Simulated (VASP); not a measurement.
# Si3N4 in VASP: further runs

Si3N4 is run at these levels: LDA, PBE+D3(BJ), PBE; tasks: electric field gradients.

Program: VASP 6.6.1. These are calculated values, not measurements. Logs are shortened: lines on timing, memory, paths and dates and some standing lists are left out, and cuts for length are marked.

## Step 1: The cell of the first run

The typed cell holds 14 atoms: a = 7.595 Å, b = 7.595 Å, c = 2.902 Å, α = 90.00°, β = 90.00°, γ = 120.00°.

## Step 2: Electric field gradients, LDA

File INCAR:

```
  PREC = Accurate
  ENCUT = 520
  EDIFF = 1E-8
  ISMEAR = -1
  SIGMA = 0.02
  LREAL = False
  LASPH = True
  NELM = 80
  ALGO = Normal
  ISIF = 2
  LWAVE = False
  LCHARG = False
  LEFG = True
  ISYM = 0
  NBANDS = 45
```

File KPOINTS:

```
Automatic mesh
0
Gamma
  4 4 10
  0.5 0.5 0.5
```

File POSCAR:

```
Si3N4
1.0
    7.5950000000      0.0000000000      0.0000000000
   -3.7975000000      6.5774629417      0.0000000000
    0.0000000000      0.0000000000      2.9023000000
Si N
6 8
Direct
    0.7673199105      0.1735618873      0.3256358181
    0.5937580233      0.7673199105      0.8256358181
    0.8264381127      0.5937580233      0.3256358181
    0.2326800895      0.8264381127      0.8256358181
    0.4062419767      0.2326800895      0.3256358181
    0.1735618873      0.4062419767      0.8256358181
    0.0293608823      0.3297475823      0.3256531517
    0.6996133000      0.0293608823      0.8256531517
    0.6702524177      0.6996133000      0.3256531517
    0.9706391177      0.6702524177      0.8256531517
    0.3003867000      0.9706391177      0.3256531517
    0.3297475823      0.3003867000      0.8256531517
    0.3333333333      0.6666666667     -0.1744669093
    0.6666666667      0.3333333333      0.3255330907
```

Potentials or basis: VASP PAW LDA potentials, release 64 (Si, N).

Command:

```bash
$ cat potpaw_LDA.64/Si/POTCAR potpaw_LDA.64/N/POTCAR > POTCAR
$ mpirun -np 1 vasp_std > vasp.out
```

OUTCAR:

```text
PREC = Accurate
   ENCUT = 520
   EDIFF = 1E-8
   ISMEAR = -1
   LREAL = False
   LASPH = True
   NELM = 80
   ISIF = 2
   ISYM = 0

 ion  position               nearest neighbor table
   1  0.767  0.174  0.326-  14 1.73   8 1.73   8 1.73   7 1.73   3 2.99   5 2.99   6 3.05   6 3.05
                             2 3.05   2 3.05
   2  0.594  0.767  0.826-  13 1.73   9 1.73   9 1.73   8 1.73   6 2.99   4 2.99   3 3.05   3 3.05
                             1 3.05   1 3.05
   3  0.826  0.594  0.326-  14 1.73  10 1.73  10 1.73   9 1.73   1 2.99   5 2.99   2 3.05   2 3.05
                             4 3.05   4 3.05
   4  0.233  0.826  0.826-  13 1.73  11 1.73  11 1.73  10 1.73   6 2.99   2 2.99   3 3.05   3 3.05
                             5 3.05   5 3.05
   5  0.406  0.233  0.326-  14 1.73  12 1.73  12 1.73  11 1.73   3 2.99   1 2.99   6 3.05   6 3.05
                             4 3.05   4 3.05
   6  0.174  0.406  0.826-  13 1.73   7 1.73   7 1.73  12 1.73   4 2.99   2 2.99   5 3.05   5 3.05
                             1 3.05   1 3.05
   7  0.029  0.330  0.326-   6 1.73   6 1.73   1 1.73
   8  0.700  0.029  0.826-   1 1.73   1 1.73   2 1.73
   9  0.670  0.700  0.326-   2 1.73   2 1.73   3 1.73
  10  0.971  0.670  0.826-   3 1.73   3 1.73   4 1.73
  11  0.300  0.971  0.326-   4 1.73   4 1.73   5 1.73
  12  0.330  0.300  0.826-   5 1.73   5 1.73   6 1.73
  13  0.333  0.667  0.826-   4 1.73   6 1.73   2 1.73
  14  0.667  0.333  0.326-   1 1.73   3 1.73   5 1.73

IMPORTANT INFORMATION: All symmetrisations will be switched off!
NOSYMM: (Re-)initialisation of all symmetry stuff for point group C_1.

----------------------------------------------------------------------------------------

                                     Primitive cell

  volume of cell :     144.9868

  direct lattice vectors                    reciprocal lattice vectors
     7.595000000  0.000000000  0.000000000     0.131665569  0.076017152  0.000000000
    -3.797500000  6.577462942  0.000000000     0.000000000  0.152034304  0.000000000
     0.000000000  0.000000000  2.902300000     0.000000000  0.000000000  0.344554319

  length of vectors
     7.595000000  7.595000000  2.902300000     0.152034304  0.152034304  0.344554319

  position of ions in fractional coordinates (direct lattice)
     0.767319910  0.173561887  0.325635818
     0.593758023  0.767319910  0.825635818
     0.826438113  0.593758023  0.325635818
     0.232680090  0.826438113  0.825635818
     0.406241977  0.232680090  0.325635818
     0.173561887  0.406241977  0.825635818
     0.029360882  0.329747582  0.325653152
     0.699613300  0.029360882  0.825653152
     0.670252418  0.699613300  0.325653152
     0.970639118  0.670252418  0.825653152
     0.300386700  0.970639118  0.325653152
     0.329747582  0.300386700  0.825653152
     0.333333333  0.666666667  0.825533091
     0.666666667  0.333333333  0.325533091

  ion indices of the primitive-cell ions
   primitive index   ion index
                 1           1
                 2           2
                 3           3
                 4           4
                 5           5
                 6           6
                 7           7
                 8           8
                 9           9
                10          10
                11          11
                12          12
                13          13
                14          14

----------------------------------------------------------------------------------------

 KPOINTS: Automatic mesh

Automatic generation of k-mesh.
 Grid dimensions read from file:
 generate k-points for:    4    4   10

 Generating k-lattice:

  Cartesian coordinates                     Fractional coordinates (reciprocal lattice)
     0.032916392  0.019004288  0.000000000     0.250000000 -0.000000000  0.000000000
     0.000000000  0.038008576  0.000000000     0.000000000  0.250000000  0.000000000
     0.000000000  0.000000000  0.034455432     0.000000000  0.000000000  0.100000000

  Length of vectors
     0.038008576  0.038008576  0.034455432

  Shift w.r.t. Gamma in fractional coordinates (k-lattice)
[... 88 lines left out ...]

 number of electron      64.0000000 magnetization

 Free energy of the ion-electron system (eV)
  ---------------------------------------------------
  ext. energy  EPLUGINS =         0.00000000
  ---------------------------------------------------
  free energy    TOTEN  =      -126.53138148 eV

  energy without entropy =     -126.53138148  energy(sigma->0) =     -126.53138148

 E-fermi :   7.0313     XC(G=0): -11.1932

 val. band max:        6.6095866745   @ k =   0.1250  -0.1250   0.1500
 cond. band min:      11.0682229552   @ k =  -0.1250   0.1250   0.0500
 fundamental gap:      4.4586362807
 Fermi energy:         7.0313269063

 k-point     1 :       0.1250    0.1250    0.0500
  band No.  band energies     occupation
      1     -11.3163      2.00000
      2     -10.1188      2.00000
      3     -10.1027      2.00000
      4      -9.5464      2.00000
      5      -8.9978      2.00000
      6      -8.5716      2.00000
[... 1117 lines left out ...]
     43      14.9453      0.00000
     44      15.2218      0.00000

 [... further k-points ...]

 [bands above 44 left out]

------------------------ aborting loop because EDIFF is reached ----------------------------------------

  FORCE on cell =-STRESS in cart. coord.  units (eV):
  Direction    XX          YY          ZZ          XY          YZ          ZX
  --------------------------------------------------------------------------------------
  -------------------------------------------------------------------------------------
  Total       -1.7025311     -1.7025247     -2.1762397     -0.0000068      0.0000001     -0.0000001
  in kB      -18.8138269    -18.8137559    -24.0485453     -0.0000755      0.0000009     -0.0000015
  external PRESSURE =     -20.5587094 kB  Pullay stress =       0.0000000 kB

 VOLUME and BASIS-vectors are now :
 -----------------------------------------------------------------------------
  energy-cutoff  :      520.00
  volume of cell :      144.99
      direct lattice vectors                 reciprocal lattice vectors
     7.595000000  0.000000000  0.000000000     0.131665569  0.076017152  0.000000000
    -3.797500000  6.577462942  0.000000000     0.000000000  0.152034304  0.000000000
     0.000000000  0.000000000  2.902300000     0.000000000  0.000000000  0.344554319

 POSITION                                       TOTAL-FORCE (eV/Angst)
 -----------------------------------------------------------------------------------
      5.16869      1.14160      0.94509        -0.004826      0.019365      0.000668
      1.59569      5.04702      2.39624        -0.019182      0.005503      0.000668
      4.02200      3.90542      0.94509        -0.014357     -0.013862      0.000668
     -1.37119      5.43587      2.39624         0.004826     -0.019364      0.000668
      2.20181      1.53044      0.94509         0.019182     -0.005503      0.000668
     -0.22450      2.67204      2.39624         0.014357      0.013861      0.000668
     -1.02922      2.16890      0.94514         0.007105      0.028652     -0.001294
      5.20207      0.19312      2.39629        -0.021263      0.020479     -0.001294
      2.43379      4.60168      0.94514        -0.028366     -0.008174     -0.001294
      4.82672      4.40856      2.39629        -0.007104     -0.028653     -0.001294
     -1.40457      6.38434      0.94514         0.021263     -0.020477     -0.001294
      1.36371      1.97578      2.39629         0.028365      0.008174     -0.001294
     -0.00000      4.38498      2.39594        -0.000001     -0.000001      0.001878
      3.79750      2.19249      0.94479         0.000001      0.000000      0.001877
 -----------------------------------------------------------------------------------
    total drift:                               -0.000001      0.000000      0.000192

  FREE ENERGIE OF THE ION-ELECTRON SYSTEM (eV)
  ---------------------------------------------------
  free  energy   TOTEN  =      -126.5313814809 eV

  energy  without entropy=     -126.5313814809  energy(sigma->0) =     -126.53138148

 Electric field gradients (V/A^2)
---------------------------------------------------------------------
 ion       V_xx      V_yy      V_zz      V_xy      V_xz      V_yz
---------------------------------------------------------------------
   1       0.118     3.794    -3.911     7.656    -0.008    -0.009
   2      -3.755     7.667    -3.911    -5.419     0.003    -0.012
   3       9.505    -5.593    -3.911    -2.236     0.012    -0.003
   4       0.118     3.794    -3.911     7.656     0.008     0.009
   5      -3.755     7.667    -3.911    -5.419    -0.003     0.012
   6       9.505    -5.593    -3.911    -2.236    -0.012     0.003
   7       1.956   -26.299    24.343    28.569    -0.006    -0.007
   8     -43.977    19.633    24.344    -2.050     0.003    -0.008
   9       5.506   -29.849    24.343   -26.519     0.009    -0.002
  10       1.956   -26.299    24.343    28.569     0.006     0.007
  11     -43.977    19.633    24.344    -2.050    -0.003     0.008
  12       5.506   -29.849    24.343   -26.519    -0.009     0.002
  13      21.609    21.609   -43.217     0.000     0.000     0.000
  14      21.609    21.609   -43.217     0.000    -0.000    -0.000
---------------------------------------------------------------------

 Electric field gradients after diagonalization (V/A^2)
 (convention: |V_zz| > |V_xx| > |V_yy|)
----------------------------------------------------------------------
 ion       V_xx      V_yy      V_zz     asymmetry (V_yy - V_xx)/ V_zz
----------------------------------------------------------------------
   1      -5.917    -3.911     9.829       0.204
   2      -5.917    -3.911     9.829       0.204
   3      -5.917    -3.911     9.829       0.204
   4      -5.917    -3.911     9.829       0.204
   5      -5.917    -3.911     9.829       0.204
   6      -5.917    -3.911     9.829       0.204
   7      24.343    19.699   -44.042       0.105
   8      24.344    19.699   -44.043       0.105
   9      24.343    19.699   -44.042       0.105
  10      24.343    19.699   -44.042       0.105
  11      24.344    19.699   -44.043       0.105
  12      24.343    19.699   -44.042       0.105
  13      21.609    21.609   -43.217       0.000
  14      21.609    21.609   -43.217       0.000
----------------------------------------------------------------------

           NMR quadrupolar parameters

 Cq : quadrupolar parameter    Cq=e*Q*V_zz/h
 eta: asymmetry parameters     (V_yy - V_xx)/ V_zz
 Q  : nuclear electric quadrupole moment in mb (millibarn)
----------------------------------------------------------------------
 ion       Cq(MHz)       eta       Q (mb)
----------------------------------------------------------------------
   1       0.024       0.204       1.000
   2       0.024       0.204       1.000
   3       0.024       0.204       1.000
   4       0.024       0.204       1.000
   5       0.024       0.204       1.000
   6       0.024       0.204       1.000
   7      -0.106       0.105       1.000
   8      -0.106       0.105       1.000
   9      -0.106       0.105       1.000
  10      -0.106       0.105       1.000
  11      -0.106       0.105       1.000
  12      -0.106       0.105       1.000
  13      -0.104       0.000       1.000
  14      -0.104       0.000       1.000
----------------------------------------------------------------------
```

Wall time 24 min (1 thread of Intel Xeon Platinum 8375C at 2.90GHz (Ice Lake), shared host); peak memory 0.98 GiB.

Results:

| Item | Value |
| --- | --- |
| Free energy | -126.5314 eV |
| Pressure | -2.1 GPa |
| Largest force | 0.030 eV/Å |
| Band gap on the k mesh | 4.46 eV (least direct gap 4.55 eV) |
| Largest electric field gradient by atom | Si +9.8; N -44.0, -43.2 (each value once) V/Å² |

Forces in eV/Å, atoms in the order of the input:
```
Si  -0.005  0.019  0.001
Si  -0.019  0.006  0.001
Si  -0.014 -0.014  0.001
Si   0.005 -0.019  0.001
Si   0.019 -0.006  0.001
Si   0.014  0.014  0.001
N    0.007  0.029 -0.001
N   -0.021  0.020 -0.001
N   -0.028 -0.008 -0.001
N   -0.007 -0.029 -0.001
N    0.021 -0.020 -0.001
N    0.028  0.008 -0.001
N    0.000  0.000  0.002
N    0.000  0.000  0.002
```

Stress tensor (GPa, compression positive):
```
-1.88  0.00  0.00
 0.00 -1.88  0.00
 0.00  0.00 -2.40
```

Levels at points of the mesh, in eV from the valence-band top:
| k point | band 29 | band 30 | band 31 | band 32 | band 33 | band 34 | band 35 | band 36 |
| --- | --- | --- | --- | --- | --- | --- | --- | --- |
| (0.12, 0.12, 0.05) | -1.32 | -0.55 | -0.45 | -0.15 | 4.53 | 4.91 | 4.95 | 5.06 |

Electric field gradients, principal values (V/Å²):
```csv
atom,least,middle,greatest (by size)
1 Si,-3.911,-5.917,9.829
2 Si,-3.911,-5.917,9.829
3 Si,-3.911,-5.917,9.829
4 Si,-3.911,-5.917,9.829
5 Si,-3.911,-5.917,9.829
6 Si,-3.911,-5.917,9.829
7 N,19.699,24.343,-44.042
8 N,19.699,24.344,-44.043
9 N,19.699,24.343,-44.042
10 N,19.699,24.343,-44.042
11 N,19.699,24.344,-44.043
12 N,19.699,24.343,-44.042
13 N,21.609,21.609,-43.217
14 N,21.609,21.609,-43.217
```

Caveat: without QUAD_EFG the Cq values of the log hold for a quadrupole moment of 1 mb, not for the nuclei; a shifted mesh leaves out Γ, where band edges can lie. A k mesh can miss the band edges.

[end of part 1 of 3]
